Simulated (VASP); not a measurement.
KI (wurtzite type):

```
K I
1.0
     4.55586    0.00000    0.00000
    -2.27793    3.94549    0.00000
     0.00000    0.00000    7.42605
K I
2 2
Direct
  0.33333 0.66667 0.00000
  0.66667 0.33333 0.50000
  0.33333 0.66667 0.37600
  0.66667 0.33333 0.87600
```

* Program: VASP 6.6.1
* Task: relaxation of cell and atoms
* Functional: PBE
* Potentials or basis: VASP PAW PBE potentials, release 64 (K_sv, I)
* Cutoff: 600 eV
* k mesh: 8 × 8 × 5
* Occupations: fermi-dirac, width 0.05 eV
* Spin: no spin polarisation

At the start: pressure 20.3 GPa; volume 33.37 Å³/atom.

**Question.** Where does the relaxation end?

**Answer.** Over 50 steps the energy falls by 1115.5 meV/atom and the volume is 57.16 Å³/atom (+71.3 %); space group P6_3mc (No. 186, to 0.1 Å) before, P6_3/mmc (No. 194, to 0.1 Å).

The path:
```tsv
step	energy change (eV)	largest force (eV/Å)	pressure (GPa)	volume (Å³)
1	0.0000	0.0119	20.34	133.48
3	-4.2712	0.0293	0.43	242.11
5	-4.2880	0.0257	-0.01	255.60
7	-4.2876	0.0254	0.07	252.63
9	-4.2891	0.0185	0.07	252.66
11	-4.2940	0.0016	0.05	252.69
13	-4.2950	0.0188	-0.03	254.91
15	-4.2960	0.0409	0.02	252.78
17	-4.2961	0.0513	0.04	251.91
19	-4.2966	0.0517	0.04	251.64
21	-4.2992	0.0564	0.05	250.37
23	-4.3176	0.0999	0.05	244.81
25	-4.0427	0.3851	1.80	214.71
27	-4.3641	0.3660	0.44	225.19
29	-4.3645	0.3597	0.45	225.06
31	-4.3650	0.3488	0.46	224.87
33	-4.3674	0.3428	0.44	224.99
35	-4.3766	0.3193	0.40	225.47
37	-4.4072	0.2366	0.24	227.41
39	-4.4548	0.0361	-0.21	235.16
41	-4.4569	0.0277	-0.19	234.38
43	-4.4593	0.0041	0.18	223.97
45	-4.4619	0.0138	0.02	228.16
47	-4.4620	0.0076	0.00	228.49
49	-4.4620	0.0039	0.00	228.61
50	-4.4621	0.0000	0.00	228.62
```

Final structure:
```cif
data_structure
_symmetry_space_group_name_H-M 'P 1'
_symmetry_Int_Tables_number 1
_cell_length_a 6.0871
_cell_length_b 6.0871
_cell_length_c 7.1247
_cell_angle_alpha 90.000
_cell_angle_beta 90.000
_cell_angle_gamma 120.000
_cell_volume 228.62
loop_
_atom_site_label
_atom_site_type_symbol
_atom_site_fract_x
_atom_site_fract_y
_atom_site_fract_z
_atom_site_occupancy
K1 K 0.33333 0.66667 0.93799 1
K2 K 0.66667 0.33333 0.43799 1
I1 I 0.33333 0.66667 0.43801 1
I2 I 0.66667 0.33333 0.93801 1
```

Caveat: the volume moved by over 15 % at a fixed basis, so the end points are rough.
